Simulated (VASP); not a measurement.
# ScPt3S (P-6m2) in VASP: further runs

The runs below take ScPt3S through single point, with PBE.

All numbers are computed with VASP 6.6.1; they aren't measurements. Logs are shortened: lines on timing, memory, paths and dates and some standing lists are left out, and cuts for length are marked.

## (1) The cell of the first run

Symmetry: P-6m2, No. 187, hexagonal system. The conventional cell has a = 4.254 Å, b = 4.254 Å, c = 5.252 Å, α = 90.00°, β = 90.00°, γ = 120.00°. Sc (site symmetry -6m2) has 9 Pt at 2.46 to 2.80 Å within 3.2 Å. Pt (site symmetry 3m) has 5 Pt at 2.57 to 2.80 Å and 3 S at 2.77 Å and 3 Sc at 2.80 Å within 3.4 Å. Pt (site symmetry -6m2) has 3 Sc at 2.46 Å and 2 S at 2.63 Å and 6 Pt at 2.80 Å within 3.2 Å. S (site symmetry -6m2) has 8 Pt at 2.63 to 2.77 Å within 3.5 Å.

## (2) Single point, PBE

File INCAR:

```
SYSTEM = ScPt3S
PREC     = Accurate       ! precision mode
ENCUT    = 520            ! plane-wave cutoff, eV
EDIFF    = 1E-7           ! SCF threshold, eV
ISMEAR   = 0              ! smearing method
SIGMA    = 0.1            ! smearing width, eV
LREAL    = .False.        ! projectors in reciprocal space
LASPH    = .True.         ! aspherical terms in the spheres
NELM     = 80             ! most SCF steps
ALGO     = Normal         ! electronic algorithm
ISIF     = 2              ! what is computed and relaxed
LWAVE    = .False.        ! write WAVECAR
LCHARG   = .True.         ! write CHGCAR
GGA      = PE             ! functional
LELF     = .True.         ! ELF
LVHAR    = .True.       
NBANDS   = 32             ! bands
```

File KPOINTS:

```
Automatic mesh
0
Gamma
  6 6 4
  0 0 0
```

File POSCAR:

```
ScPt3S
1.0
    4.2542219800      0.0000000000      0.0000000000
   -2.1271109900      3.6842643000      0.0000000000
    0.0000000000      0.0000000000      5.2520295000
Sc Pt S
1 3 1
Direct
    0.3333333300      0.6666666700      0.5000000000
    0.0000000000      0.0000000000      0.7552470000
    0.0000000000      0.0000000000      0.2447530000
    0.6666666700      0.3333333300      0.5000000000
    0.6666666700      0.3333333300      0.0000000000
```

Potentials or basis: VASP PAW PBE potentials, release 64 (Sc_sv, Pt, S).

Started as:

```bash
$ cat potpaw_PBE.64/Sc_sv/POTCAR potpaw_PBE.64/Pt/POTCAR potpaw_PBE.64/S/POTCAR > POTCAR
$ mpirun -np 1 vasp_std > vasp.out
```

OUTCAR:

```text
SYSTEM = ScPt3S
   PREC = Accurate
   ENCUT = 520
   EDIFF = 1E-7
   ISMEAR = 0
   LREAL = .False.
   LASPH = .True.
   NELM = 80
   ISIF = 2
   GGA = PE

 ion  position               nearest neighbor table
   1  0.333  0.667  0.500-   4 2.46   4 2.46   4 2.46   2 2.80   3 2.80   3 2.80   2 2.80   3 2.80
                             2 2.80
   2  0.000  0.000  0.755-   3 2.57   3 2.68   5 2.77   5 2.77   5 2.77   4 2.80   1 2.80   4 2.80
                             1 2.80   4 2.80   1 2.80
   3  0.000  0.000  0.245-   2 2.57   2 2.68   5 2.77   5 2.77   5 2.77   1 2.80   4 2.80   4 2.80
                             1 2.80   4 2.80   1 2.80
   4  0.667  0.333  0.500-   1 2.46   1 2.46   1 2.46   5 2.63   5 2.63   3 2.80   2 2.80   2 2.80
                             3 2.80   2 2.80   3 2.80
   5  0.667  0.333  0.000-   4 2.63   4 2.63   2 2.77   3 2.77   2 2.77   3 2.77   2 2.77   3 2.77

  LATTYP: Found a hexagonal cell.
 ALAT       =     4.2542219800
 C/A-ratio  =     1.2345452411

  Lattice vectors:

 A1 = (   4.2542219800,   0.0000000000,   0.0000000000)
 A2 = (  -2.1271109900,   3.6842643000,   0.0000000000)
 A3 = (   0.0000000000,   0.0000000000,   5.2520295000)

Analysis of symmetry for initial positions (statically):
=====================================================================
 Subroutine PRICEL returns:
 Original cell was already a primitive cell.

 Routine SETGRP: Setting up the symmetry group for a
 hexagonal supercell.

 Subroutine GETGRP returns: Found 12 space group operations
 (whereof 12 operations were pure point group operations)
 out of a pool of 24 trial point group operations.

The static configuration has the point symmetry D_3h.

Analysis of symmetry for dynamics (positions and initial velocities):
=====================================================================
 Subroutine PRICEL returns:
 Original cell was already a primitive cell.

 Routine SETGRP: Setting up the symmetry group for a
 hexagonal supercell.

 Subroutine GETGRP returns: Found 12 space group operations
 (whereof 12 operations were pure point group operations)
 out of a pool of 24 trial point group operations.

The dynamic configuration has the point symmetry D_3h.

 Subroutine INISYM returns: Found 12 space group operations
 (whereof 12 operations are pure point group operations),
 and found     1 'primitive' translations

----------------------------------------------------------------------------------------

                                     Primitive cell

  volume of cell :      82.3186

  direct lattice vectors                    reciprocal lattice vectors
     4.254221980  0.000000000  0.000000000     0.235060607  0.135712305  0.000000000
    -2.127110990  3.684264300  0.000000000     0.000000000  0.271424610  0.000000000
     0.000000000  0.000000000  5.252029500     0.000000000  0.000000000  0.190402586

  length of vectors
     4.254221980  4.254221973  5.252029500     0.271424609  0.271424610  0.190402586

  position of ions in fractional coordinates (direct lattice)
     0.333333330  0.666666670  0.500000000
     0.000000000  0.000000000  0.755247000
     0.000000000  0.000000000  0.244753000
     0.666666670  0.333333330  0.500000000
     0.666666670  0.333333330  0.000000000

  ion indices of the primitive-cell ions
   primitive index   ion index
                 1           1
                 2           2
                 3           3
                 4           4
                 5           5

----------------------------------------------------------------------------------------

 KPOINTS: Automatic mesh

Automatic generation of k-mesh.
 Grid dimensions read from file:
 generate k-points for:    6    6    4

 Generating k-lattice:

  Cartesian coordinates                     Fractional coordinates (reciprocal lattice)
     0.039176768  0.022618717  0.000000000     0.166666667  0.000000000  0.000000000
     0.000000000  0.045237435  0.000000000     0.000000000  0.166666667  0.000000000
     0.000000000  0.000000000  0.047600647     0.000000000  0.000000000  0.250000000

  Length of vectors
     0.045237435  0.045237435  0.047600647

  Shift w.r.t. Gamma in fractional coordinates (k-lattice)
     0.000000000  0.000000000  0.000000000

 Subroutine IBZKPT returns following result:
 ===========================================

 Found     21 irreducible k-points:

 Following reciprocal coordinates:
            Coordinates               Weight
  0.000000  0.000000  0.000000      1.000000
  0.166667 -0.000000  0.000000      6.000000
  0.333333  0.000000  0.000000      6.000000
  0.500000  0.000000  0.000000      3.000000
  0.166667  0.166667  0.000000      6.000000
  0.333333  0.166667  0.000000     12.000000
[... 13 lines left out ...]
  0.333333  0.166667  0.500000     12.000000
  0.333333  0.333333  0.500000      2.000000
   k-points           NKPTS =     21   k-points in BZ     NKDIM =     21   number of bands    NBANDS=     32
   number of dos      NEDOS =    301   number of ions     NIONS =      5
   total plane-waves  NPLWV =  40960
   dimension x,y,z NGX =    32 NGY =   32 NGZ =   40
   dimension x,y,z NGXF=    64 NGYF=   64 NGZF=   80
   ions per type =               1   3   1
   NGX,Y,Z   is equivalent  to a cutoff of  12.50, 12.50, 12.66 a.u.
   NGXF,Y,Z  is equivalent  to a cutoff of  25.01, 25.01, 25.32 a.u.
 SYSTEM =  ScPt3S
   PREC   = accura    normal or accurate (medium, high low for compatibility)
   ISTART =      0    job   : 0-new  1-cont  2-samecut
   ICHARG =      2    charge: 1-file 2-atom 10-const
   ISPIN  =      1    spin polarized calculation?
   LNONCOLLINEAR =      F non collinear calculations
   LSORBIT =      F    spin-orbit coupling
   LASPH  =      T    aspherical Exc in radial PAW
   ENCUT  =  520.0 eV  38.22 Ry    6.18 a.u.   7.91  7.91  9.77*2*pi/ulx,y,z
   NELM   =     80;   NELMIN=  2; NELMDL= -5     # of ELM steps
   EDIFF  = 0.1E-06   stopping-criterion for ELM
   LREAL  =      F    real-space projection
   EDIFFG = 0.1E-05   stopping-criterion for IOM
   NSW    =      0    number of steps for IOM
   IBRION =     -1    ionic relax: 0-MD 1-quasi-New 2-CG
   NFREE  =      0    steps in history (QN), initial steepest desc. (CG)
   ISIF   =      2    stress and relaxation
   ISYM   =      2    0-nonsym 1-usesym 2-fastsym
   POTIM  = 0.5000    time-step for ionic-motion
   TEBEG  =    0.0;   TEEND  =   0.0 temperature during run
   PSTRESS=    0.0 pullay stress
   NELECT =      47.0000    total number of electrons
   NUPDOWN=      -1.0000    fix difference up-down
   EMIN   =  10.00;   EMAX   =-10.00  energy-range for DOS
   EFERMI =   0.00;   METHOD = LEGACY
   ISMEAR =     0;   SIGMA  =   0.10  broadening in eV -4-tet -1-fermi 0-gaus
   EFERMI_NEDOS =   21; number of points for ismear=-14 and -15
   IALGO  =     38    algorithm
   IMIX   =      4    mixing-type and parameters
     AMIX     =   0.40;   BMIX     =  1.00
     AMIX_MAG =   1.60;   BMIX_MAG =  1.00
  volume/ion in A,a.u.               =      16.46       111.10
  Fermi-wavevector in a.u.,A,eV,Ry     =   1.358130  2.566494 25.096188  1.844518
  Thomas-Fermi vector in A             =   2.484990
   LORBIT       =      0    0 simple, 1 ext, 2 COOP (PROOUT), +10 PAW based schemes
   GGA     = PE    functional components
   LHFCALC =     F    Hartree Fock is set to
   AEXX    =    0.0000 exact exchange contribution
   IVDW    =     0    specifies the selected vdW correction
   LEPSILON=     F    determine dielectric tensor
   LRPA    =     F    only Hartree local field effects (RPA)
 non-spin polarized calculation
 Gauss-broadening in eV      SIGMA  =   0.10
  energy-cutoff  :      520.00
  volume of cell :       82.32
 maximum number of plane-waves:      2244
 NGX is ok and might be reduce to    32
   NGX = 15   NGY = 15   NGZ = 19

 number of electron      47.0000002 magnetization

 Free energy of the ion-electron system (eV)
  ---------------------------------------------------
  ext. energy  EPLUGINS =         0.00000000
  ---------------------------------------------------
  free energy    TOTEN  =       -28.98083951 eV

  energy without entropy =      -28.96557373  energy(sigma->0) =      -28.97320662

 E-fermi :   8.7739     XC(G=0): -12.0645

 val. band max:        8.7289052361   @ k =   0.3333   0.0000   0.5000
 cond. band min:       8.7904900207   @ k =   0.5000   0.0000   0.0000
 fundamental gap:      0.0615847845
 Fermi energy:         8.7738531915

 k-point     1 :       0.0000    0.0000    0.0000
  band No.  band energies     occupation
      1     -40.0797      2.00000
      2     -18.8467      2.00000
      3     -18.8259      2.00000
      4     -18.8259      2.00000
      5      -5.4515      2.00000
      6       1.4400      2.00000
[... 24 lines left out ...]
     31      13.5099      0.00000
     32      15.8653      0.00000

 k-point     2 :       0.1667   -0.0000    0.0000
  band No.  band energies     occupation
      1     -40.0781      2.00000
      2     -18.8464      2.00000
      3     -18.8333      2.00000
      4     -18.8218      2.00000
      5      -5.3597      2.00000
      6       1.4261      2.00000
[... 24 lines left out ...]
     31      13.8990      0.00000
     32      15.0365      0.00000

 k-point     3 :       0.3333    0.0000    0.0000
  band No.  band energies     occupation
      1     -40.0750      2.00000
      2     -18.8477      2.00000
      3     -18.8458      2.00000
      4     -18.8135      2.00000
      5      -5.1749      2.00000
      6       1.4324      2.00000
[... 24 lines left out ...]
     31      14.1185      0.00000
     32      14.1372      0.00000

 k-point     4 :       0.5000    0.0000    0.0000
  band No.  band energies     occupation
      1     -40.0734      2.00000
      2     -18.8547      2.00000
      3     -18.8455      2.00000
      4     -18.8094      2.00000
      5      -5.0816      2.00000
      6       1.3975      2.00000
[... 549 lines left out ...]
     31      13.8239      0.00000
     32      14.1272      0.00000

 k-point    20 :       0.3333    0.1667    0.5000
  band No.  band energies     occupation
      1     -40.0734      2.00000
      2     -18.8522      2.00000
      3     -18.8463      2.00000
      4     -18.8112      2.00000
      5      -4.8562      2.00000
      6       1.5637      2.00000
[... 24 lines left out ...]
     31      13.2082      0.00000
     32      13.9472      0.00000

 k-point    21 :       0.3333    0.3333    0.5000
  band No.  band energies     occupation
      1     -40.0726      2.00000
      2     -18.8533      2.00000
      3     -18.8461      2.00000
      4     -18.8112      2.00000
      5      -4.8158      2.00000
      6       1.6770      2.00000
[... 24 lines left out ...]
     31      13.3338      0.00000
     32      13.9952      0.00000

------------------------ aborting loop because EDIFF is reached ----------------------------------------

  FORCE on cell =-STRESS in cart. coord.  units (eV):
  Direction    XX          YY          ZZ          XY          YZ          ZX
  --------------------------------------------------------------------------------------
  -------------------------------------------------------------------------------------
  Total       12.1063542     12.1063541      8.1977514      0.0000000     -0.0000000     -0.0000000
  in kB      235.6274460    235.6274450    159.5538335      0.0000000     -0.0000000     -0.0000000
  external PRESSURE =     210.2695748 kB  Pullay stress =       0.0000000 kB

 VOLUME and BASIS-vectors are now :
 -----------------------------------------------------------------------------
  energy-cutoff  :      520.00
  volume of cell :       82.32
      direct lattice vectors                 reciprocal lattice vectors
     4.254221980  0.000000000  0.000000000     0.235060607  0.135712305  0.000000000
    -2.127110990  3.684264300  0.000000000     0.000000000  0.271424610  0.000000000
     0.000000000  0.000000000  5.252029500     0.000000000  0.000000000  0.190402586

 POSITION                                       TOTAL-FORCE (eV/Angst)
 -----------------------------------------------------------------------------------
     -0.00000      2.45618      2.62601        -0.000000      0.000000      0.000000
      0.00000      0.00000      3.96658        -0.000000      0.000000      0.043091
      0.00000      0.00000      1.28545        -0.000000     -0.000000     -0.043091
      2.12711      1.22809      2.62601        -0.000000      0.000000      0.000000
      2.12711      1.22809      0.00000         0.000000      0.000000      0.000000
 -----------------------------------------------------------------------------------
    total drift:                                0.000004     -0.000002     -0.000000

  FREE ENERGIE OF THE ION-ELECTRON SYSTEM (eV)
  ---------------------------------------------------
  free  energy   TOTEN  =       -28.9808395085 eV

  energy  without entropy=      -28.9655737332  energy(sigma->0) =      -28.97320662
```

Wall time 38 s (1 thread of AMD EPYC 9R45 (Zen 5), shared host); peak memory 0.19 GiB.

Results:

```yaml
Free_energy: -28.9808 eV
Pressure: 21.0 GPa
Largest_force: 0.043 eV/Å
```

Forces on the atoms (eV/Å):
```
Sc   0.000  0.000  0.000
Pt   0.000  0.000  0.043
Pt   0.000  0.000 -0.043
Pt   0.000  0.000  0.000
S    0.000  0.000  0.000
```

Levels at points of the mesh, in eV from the Fermi level:
```tsv
k point	band 19	band 20	band 21	band 22	band 23	band 24	band 25	band 26	band 27	band 28
(0.00, 0.00, 0.00)	-1.66	-0.41	-0.41	-0.40	-0.40	-0.12	0.26	1.79	1.79	3.05
(0.50, 0.00, 0.00)	-1.98	-1.88	-1.38	-1.15	-0.72	0.02	0.15	2.66	2.78	3.29
(0.00, 0.00, 0.50)	-1.55	-1.55	-1.23	-1.23	-0.28	-0.28	2.16	2.20	2.20	2.64
(0.50, 0.00, 0.50)	-2.41	-1.83	-1.22	-1.01	-0.84	0.11	0.11	2.66	3.37	3.39
```

Caveat: spin-orbit coupling is left out, which moves the levels of the heavy elements.

## (3) Single point, PBE

This run uses another cell than the first one, of 18.66 Å³/atom, 1.134 times its volume.

File INCAR:

```
SYSTEM = ScPt3S
ALGO = Normal
EDIFF = 1E-6
ENCUT = 520
GGA = PE
ISIF = 2
ISMEAR = 0
LASPH = .True.
LCHARG = .False.
LREAL = .False.
LWAVE = .False.
NBANDS = 32
NELM = 80
PREC = Accurate
SIGMA = 0.1
```

File KPOINTS:

```
k-points
0
Gamma
  6 6 4
  0 0 0
```

File POSCAR:

```
ScPt3S
1.0
    4.5099410813      0.0000000000      0.0000000000
   -2.2549705406      3.9057235460      0.0000000000
    0.0000000000      0.0000000000      5.2973978927
Sc Pt S
1 3 1
Direct
    0.3333333333      0.6666666667      0.5000000000
    0.0000000000      0.0000000000      0.7502281838
    0.0000000000      0.0000000000      0.2497718162
    0.6666666667      0.3333333333      0.5000000000
    0.6666666667      0.3333333333      0.0000000000
```

Potentials or basis: VASP PAW PBE potentials, release 64 (Sc_sv, Pt, S).

Started as:

```bash
$ cat potpaw_PBE.64/Sc_sv/POTCAR potpaw_PBE.64/Pt/POTCAR potpaw_PBE.64/S/POTCAR > POTCAR
$ mpirun -np 1 vasp_std > vasp.out
```

Run time: 45 s. Hardware: 1 thread of AMD EPYC 9R45 (Zen 5), shared host; peak memory 0.21 GiB.

Results (log left out):

```yaml
Free_energy: -29.6803 eV
Pressure: -0.2 GPa
Largest_force: 0.026 eV/Å
```

Forces in eV/Å, atoms in the order of the input:
```
Sc   0.000  0.000  0.000
Pt   0.000  0.000 -0.026
Pt   0.000  0.000  0.026
Pt   0.000  0.000  0.000
S    0.000  0.000  0.000
```

Levels at points of the mesh, in eV from the Fermi level:
```tsv
k point	band 21	band 22	band 23	band 24	band 25	band 26
(0.00, 0.00, 0.00)	-0.52	-0.31	-0.31	-0.01	0.14	1.64
(0.50, 0.00, 0.00)	-0.95	-0.86	-0.45	0.01	0.03	2.42
(0.00, 0.00, 0.50)	-1.04	-1.04	-0.21	-0.21	1.91	1.91
(0.50, 0.00, 0.50)	-0.97	-0.94	-0.67	0.07	0.20	2.40
```

Caveat: spin-orbit coupling is left out, which moves the levels of the heavy elements.
